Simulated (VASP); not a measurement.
# Ag (C2/m) in VASP: notebook

The runs below take Ag through single point, with PBEsol.

All numbers are computed with VASP 6.6.1; they aren't measurements. Logs are shortened: lines on timing, memory, paths and dates and some standing lists are left out, and cuts for length are marked.

**1. The cell of the first run**

It takes space group C2/m (No. 12, monoclinic). Conventional cell: a = 5.081 Å, b = 2.930 Å, c = 4.796 Å, α = 90.00°, β = 95.72°, γ = 90.00°. Within 3.7 Å of Ag (site symmetry m) lie 12 Ag at 2.79 to 3.07 Å.

**2. Single point, PBEsol (strain -0.1000 x Voigt [0, 0, 0, 1, 0, 0])**

The input, INCAR:

```
SYSTEM = Ag
PREC = Accurate
ENCUT = 500
EDIFF = 1E-6
ISMEAR = 0
SIGMA = 0.15
LREAL = .FALSE.
LASPH = .TRUE.
NELM = 120
ALGO = Normal
ISIF = 2
LWAVE = .FALSE.
LCHARG = .FALSE.
GGA = PS
NBANDS = 18
GGA_COMPAT = .FALSE.
```

The input, KPOINTS:

```
Automatic mesh
0
G
  18 18 10
  0 0 0
```

The input, POSCAR:

```
Ag
1.0
    2.9299980804      0.0000000000      0.0000000000
   -1.4649990402      2.5374527707     -0.1268726385
    0.0000000000     -0.2395000000      4.7900000000
Ag
2
Direct
    0.3333333333      0.6666666667      0.2500000000
    0.6666666667      0.3333333333      0.7500000000
```

Potentials or basis: VASP PAW PBE potentials, release 64 (Ag).

Launch:

```console
$ cat potpaw_PBE.64/Ag/POTCAR > POTCAR
$ mpirun -np 1 vasp_std > vasp.out
```

OUTCAR:

```text
SYSTEM = Ag
   PREC = Accurate
   ENCUT = 500
   EDIFF = 1E-6
   ISMEAR = 0
   LREAL = .FALSE.
   LASPH = .TRUE.
   NELM = 120
   ISIF = 2
   GGA = PS

 ion  position               nearest neighbor table
   1  0.333  0.667  0.250-   2 2.79   2 2.87   2 2.87   2 3.00   2 3.00   2 3.07
   2  0.667  0.333  0.750-   1 2.79   1 2.87   1 2.87   1 3.00   1 3.00   1 3.07

  LATTYP: Found a base centered monoclinic cell.
 ALAT       =     5.0812452135
 B/A-ratio  =     0.5766299317
 C/A-ratio  =     0.9438599322
 COS(beta)  =    -0.0997506234

  Lattice vectors:

 A1 = (   1.4649990402,   2.5374527707,  -0.1268726385)
 A2 = (  -1.4649990402,   2.5374527707,  -0.1268726385)
 A3 = (   0.0000000000,  -0.2395000000,   4.7900000000)

Analysis of symmetry for initial positions (statically):
=====================================================================
 Subroutine PRICEL returns:
 Original cell was already a primitive cell.

 Routine SETGRP: Setting up the symmetry group for a
 base centered monoclinic supercell.

 Subroutine GETGRP returns: Found  4 space group operations
 (whereof  4 operations were pure point group operations)
 out of a pool of  4 trial point group operations.

The static configuration has the point symmetry C_2h.

Analysis of symmetry for dynamics (positions and initial velocities):
=====================================================================
 Subroutine PRICEL returns:
 Original cell was already a primitive cell.

 Routine SETGRP: Setting up the symmetry group for a
 base centered monoclinic supercell.

 Subroutine GETGRP returns: Found  4 space group operations
 (whereof  4 operations were pure point group operations)
 out of a pool of  4 trial point group operations.

The dynamic configuration has the point symmetry C_2h.

 Subroutine INISYM returns: Found  4 space group operations
 (whereof  4 operations are pure point group operations),
 and found     1 'primitive' translations

----------------------------------------------------------------------------------------

                                     Primitive cell

  volume of cell :      35.5233

  direct lattice vectors                    reciprocal lattice vectors
     2.929998080  0.000000000  0.000000000     0.341297152  0.197541857  0.009877093
    -1.464999040  2.537452771 -0.126872638     0.000000000  0.395083714  0.019754186
     0.000000000 -0.239500000  4.790000000     0.000000000  0.010464575  0.209291496

  length of vectors
     2.929998080  2.932743667  4.795983762     0.394466840  0.395577261  0.209552947

  position of ions in fractional coordinates (direct lattice)
     0.333333333  0.666666667  0.250000000
     0.666666667  0.333333333  0.750000000

  ion indices of the primitive-cell ions
   primitive index   ion index
                 1           1
                 2           2

----------------------------------------------------------------------------------------

 KPOINTS: Automatic mesh

Automatic generation of k-mesh.
 Grid dimensions read from file:
 generate k-points for:   18   18   10

 Generating k-lattice:

  Cartesian coordinates                     Fractional coordinates (reciprocal lattice)
     0.018960953  0.010974548  0.000548727     0.055555556  0.000000000  0.000000000
     0.000000000  0.021949095  0.001097455     0.000000000  0.055555556  0.000000000
     0.000000000  0.001046457  0.020929150     0.000000000 -0.000000000  0.100000000

  Length of vectors
     0.021914824  0.021976514  0.020955295

  Shift w.r.t. Gamma in fractional coordinates (k-lattice)
     0.000000000  0.000000000  0.000000000

 Subroutine IBZKPT returns following result:
 ===========================================

 Found    866 irreducible k-points:

 Following reciprocal coordinates:
            Coordinates               Weight
  0.000000  0.000000  0.000000      1.000000
  0.055556 -0.000000 -0.000000      4.000000
  0.111111 -0.000000 -0.000000      4.000000
  0.166667  0.000000  0.000000      4.000000
  0.222222  0.000000  0.000000      4.000000
  0.277778 -0.000000  0.000000      4.000000
[... 16 lines left out ...]
 -0.333333  0.055556  0.000000      4.000000
 -0.277778  0.055556 -0.000000      4.000000
 [... further k-points ...]
   k-points           NKPTS =    866   k-points in BZ     NKDIM =    866   number of bands    NBANDS=     18
   number of dos      NEDOS =    301   number of ions     NIONS =      2
   total plane-waves  NPLWV =  20736
   dimension x,y,z NGX =    24 NGY =   24 NGZ =   36
   dimension x,y,z NGXF=    48 NGYF=   48 NGZF=   72
   ions per type =               2
   NGX,Y,Z   is equivalent  to a cutoff of  13.62, 13.60, 12.48 a.u.
   NGXF,Y,Z  is equivalent  to a cutoff of  27.23, 27.21, 24.96 a.u.
 SYSTEM =  Ag
   PREC   = accura    normal or accurate (medium, high low for compatibility)
   ISTART =      0    job   : 0-new  1-cont  2-samecut
   ICHARG =      2    charge: 1-file 2-atom 10-const
   ISPIN  =      1    spin polarized calculation?
   LNONCOLLINEAR =      F non collinear calculations
   LSORBIT =      F    spin-orbit coupling
   LASPH  =      T    aspherical Exc in radial PAW
   ENCUT  =  500.0 eV  36.75 Ry    6.06 a.u.   5.34  5.35  8.74*2*pi/ulx,y,z
   NELM   =    120;   NELMIN=  2; NELMDL= -5     # of ELM steps
   EDIFF  = 0.1E-05   stopping-criterion for ELM
   LREAL  =      F    real-space projection
   EDIFFG = 0.1E-04   stopping-criterion for IOM
   NSW    =      0    number of steps for IOM
   IBRION =     -1    ionic relax: 0-MD 1-quasi-New 2-CG
   NFREE  =      0    steps in history (QN), initial steepest desc. (CG)
   ISIF   =      2    stress and relaxation
   ISYM   =      2    0-nonsym 1-usesym 2-fastsym
   POTIM  = 0.5000    time-step for ionic-motion
   TEBEG  =    0.0;   TEEND  =   0.0 temperature during run
   PSTRESS=    0.0 pullay stress
   NELECT =      22.0000    total number of electrons
   NUPDOWN=      -1.0000    fix difference up-down
   EMIN   =  10.00;   EMAX   =-10.00  energy-range for DOS
   EFERMI =   0.00;   METHOD = LEGACY
   ISMEAR =     0;   SIGMA  =   0.15  broadening in eV -4-tet -1-fermi 0-gaus
   EFERMI_NEDOS =   21; number of points for ismear=-14 and -15
   IALGO  =     38    algorithm
   IMIX   =      4    mixing-type and parameters
     AMIX     =   0.40;   BMIX     =  1.00
     AMIX_MAG =   1.60;   BMIX_MAG =  1.00
  volume/ion in A,a.u.               =      17.76       119.86
  Fermi-wavevector in a.u.,A,eV,Ry     =   1.395440  2.636999 26.493981  1.947253
  Thomas-Fermi vector in A             =   2.518892
   LORBIT       =      0    0 simple, 1 ext, 2 COOP (PROOUT), +10 PAW based schemes
   GGA     = PS    functional components
   LHFCALC =     F    Hartree Fock is set to
   AEXX    =    0.0000 exact exchange contribution
   IVDW    =     0    specifies the selected vdW correction
   LEPSILON=     F    determine dielectric tensor
   LRPA    =     F    only Hartree local field effects (RPA)
 non-spin polarized calculation
 Gauss-broadening in eV      SIGMA  =   0.15
  energy-cutoff  :      500.00
  volume of cell :       35.52
 maximum number of plane-waves:       919
 NGX is ok and might be reduce to    24
   NGX = 11   NGY = 11   NGZ = 17

 number of electron      22.0000003 magnetization

 Free energy of the ion-electron system (eV)
  ---------------------------------------------------
  ext. energy  EPLUGINS =         0.00000000
  ---------------------------------------------------
  free energy    TOTEN  =        -6.54002711 eV

  energy without entropy =       -6.53400910  energy(sigma->0) =       -6.53701811

 E-fermi :   7.6607     XC(G=0): -12.1666

 val. band max:        7.6562345299   @ k =   0.5000   0.0556   0.3000
 cond. band min:       7.6624943829   @ k =  -0.3889   0.1111   0.4000
 fundamental gap:      0.0062598530
 Fermi energy:         7.6607154517

 k-point     1 :       0.0000    0.0000    0.0000
  band No.  band energies     occupation
      1       0.1452      2.00000
      2       1.5546      2.00000
      3       2.9422      2.00000
      4       3.1405      2.00000
      5       3.1445      2.00000
      6       3.3410      2.00000
[... 10 lines left out ...]
     17      25.4440      0.00000
     18      25.5065      0.00000

 k-point     2 :       0.0556   -0.0000   -0.0000
  band No.  band energies     occupation
      1       0.2283      2.00000
      2       1.6026      2.00000
      3       2.9219      2.00000
      4       3.1476      2.00000
      5       3.1862      2.00000
      6       3.3384      2.00000
[... 10 lines left out ...]
     17      25.1836      0.00000
     18      25.7134      0.00000

 k-point     3 :       0.1111   -0.0000   -0.0000
  band No.  band energies     occupation
      1       0.4710      2.00000
      2       1.7335      2.00000
      3       2.8565      2.00000
      4       3.1579      2.00000
      5       3.3076      2.00000
      6       3.3143      2.00000
[... 10 lines left out ...]
     17      25.3373      0.00000
     18      25.9036      0.00000

 k-point     4 :       0.1667    0.0000    0.0000
  band No.  band energies     occupation
      1       0.8478      2.00000
      2       1.9006      2.00000
      3       2.7784      2.00000
      4       3.1059      2.00000
      5       3.2346      2.00000
      6       3.4290      2.00000
[... 375 lines left out ...]
      4       2.9233      2.00000
      5       3.3443      2.00000
      6       3.5387      2.00000
[... 10 lines left out ...]
     17      20.8728      0.00000
     18      22.9012      0.00000

 k-point    23 :      -0.3333    0.0556    0.0000
  band No.  band energies     occupation
      1       1.8314      2.00000
      2       1.9807      2.00000
      3       2.4384      2.00000
      4       2.9527      2.00000
      5       3.0702      2.00000
      6       3.5115      2.00000
[... 10 lines left out ...]
     17      22.4471      0.00000
     18      23.5749      0.00000

 k-point    24 :      -0.2778    0.0556   -0.0000
  band No.  band energies     occupation
      1       1.5561      2.00000
      2       2.0460      2.00000
      3       2.6924      2.00000
      4       2.8422      2.00000
      5       3.0106      2.00000
      6       3.4739      2.00000
[... 10 lines left out ...]
     17      23.8743      0.00000
     18      24.3923      0.00000

 [... further k-points ...]

------------------------ aborting loop because EDIFF is reached ----------------------------------------

  FORCE on cell =-STRESS in cart. coord.  units (eV):
  Direction    XX          YY          ZZ          XY          YZ          ZX
  --------------------------------------------------------------------------------------
  -------------------------------------------------------------------------------------
  Total       -1.3860684     -1.4025357     -1.0760865      0.0000000      0.5305935      0.0000000
  in kB      -62.5146092    -63.2573183    -48.5337732      0.0000000     23.9308886      0.0000000
  external PRESSURE =     -58.1019002 kB  Pullay stress =       0.0000000 kB

 VOLUME and BASIS-vectors are now :
 -----------------------------------------------------------------------------
  energy-cutoff  :      500.00
  volume of cell :       35.52
      direct lattice vectors                 reciprocal lattice vectors
     2.929998080  0.000000000  0.000000000     0.341297152  0.197541857  0.009877093
    -1.464999040  2.537452771 -0.126872638     0.000000000  0.395083714  0.019754186
     0.000000000 -0.239500000  4.790000000     0.000000000  0.010464575  0.209291496

 POSITION                                       TOTAL-FORCE (eV/Angst)
 -----------------------------------------------------------------------------------
     -0.00000      1.63176      1.11292        -0.000000     -0.059291     -0.018224
      1.46500      0.66619      3.55021         0.000000      0.059291      0.018224
 -----------------------------------------------------------------------------------
    total drift:                               -0.000000      0.000000     -0.000000

  FREE ENERGIE OF THE ION-ELECTRON SYSTEM (eV)
  ---------------------------------------------------
  free  energy   TOTEN  =        -6.5400271133 eV

  energy  without entropy=       -6.5340091003  energy(sigma->0) =       -6.53701811
```

Wall time 9.2 min (1 thread of Oxide Virtual Turin-like, shared host); peak memory 0.47 GiB.

What came out:

| Quantity | Value |
| --- | --- |
| Free energy | -6.5400 eV |
| Pressure | -5.8 GPa |
| Largest force | 0.062 eV/Å |
| Band gap on the k mesh | zero (bands 11 and 12 overlap by 6.85 eV) |

Forces in eV/Å, atoms in the order of the input:
```
Ag   0.000 -0.059 -0.018
Ag   0.000  0.059  0.018
```

Levels at points of the mesh, in eV from the Fermi level:
```csv
k point,band 7,band 8,band 9,band 10,band 11,band 12,band 13,band 14,band 15,band 16
"(0.00, 0.00, 0.00)",-4.30,-3.96,-3.87,-3.06,-3.04,-0.30,3.43,15.56,17.45,17.52
"(0.50, 0.00, 0.00)",-3.71,-2.89,-2.86,-2.78,0.11,1.46,6.17,7.53,8.72,10.50
"(0.00, 0.50, 0.00)",-3.68,-2.89,-2.84,-2.76,0.14,1.49,5.54,8.10,8.23,10.40
"(0.00, 0.00, 0.50)",-4.27,-4.24,-3.55,-3.53,-3.13,-3.11,10.89,10.89,15.72,15.75
"(0.50, 0.00, 0.50)",-3.10,-3.03,-2.84,-2.78,0.51,1.07,3.93,4.80,13.05,13.07
"(0.00, 0.50, 0.50)",-3.15,-3.00,-2.89,-2.77,0.28,1.39,3.55,5.28,12.20,13.25
```

Caveat: the cell differs from its parent crystal (strain -0.1000 x Voigt [0, 0, 0, 1, 0, 0]); the cell stands under tension; the PAW data sets were made with another functional, which shifts forces and pressure a little.

[end of part 1 of 2]

The gap in the log of VASP goes by the Fermi energy; the results here count the filled bands.